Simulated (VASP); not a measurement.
Here is a VASP 6.6.1 calculation.

INCAR

```
PREC     = Accurate       # precision mode
ENCUT    = 520            # plane-wave cutoff, eV
EDIFF    = 1E-6           # SCF threshold, eV
ISMEAR   = 0              # smearing method
SIGMA    = 0.1            # smearing width, eV
LREAL    = False          # projectors in reciprocal space
LASPH    = True           # aspherical terms in the spheres
NELM     = 60             # most SCF steps
ALGO     = Fast           # electronic algorithm
ISIF     = 2              # what is computed and relaxed
LWAVE    = False          # write WAVECAR
LCHARG   = True           # write CHGCAR
GGA      = PS             # functional
LELF     = True           # ELF
LVHAR    = True         
NBANDS   = 19             # bands
```

The input KPOINTS:

```
Automatic mesh
0
Gamma
  24 24 12
```

The input POSCAR:

```
Zn
1.0
    2.6186300486      0.0000000000      0.0000000000
   -1.3093150243      2.2678001452      0.0000000000
    0.0000000000      0.0000000000      4.8268351917
Zn
2
Direct
    0.3333333333      0.6666666667      0.2500000000
    0.6666666667      0.3333333333      0.7500000000
```

Potentials or basis: VASP PAW PBE potentials, release 64 (Zn).

Run with:

```console
$ cat potpaw_PBE.64/Zn/POTCAR > POTCAR
$ mpirun -np 1 vasp_std > vasp.out
```

Q: Predict the pressure.

A: -0.2 GPa.

Q: What does it give for the band gap on the k mesh?

A: Zero (band 12 reaches 4.79 eV, above the bottom of band 13 at 0.47 eV).

Stress tensor (GPa, compression positive):
```
-0.64  0.00  0.00
 0.00 -0.64  0.00
 0.00  0.00  0.78
```

Caveat: the cell differs from its parent crystal (biaxial strain in the a-b plane: +1.0 %, then relaxed in part); the PAW data sets were made with another functional, which shifts forces and pressure a little.
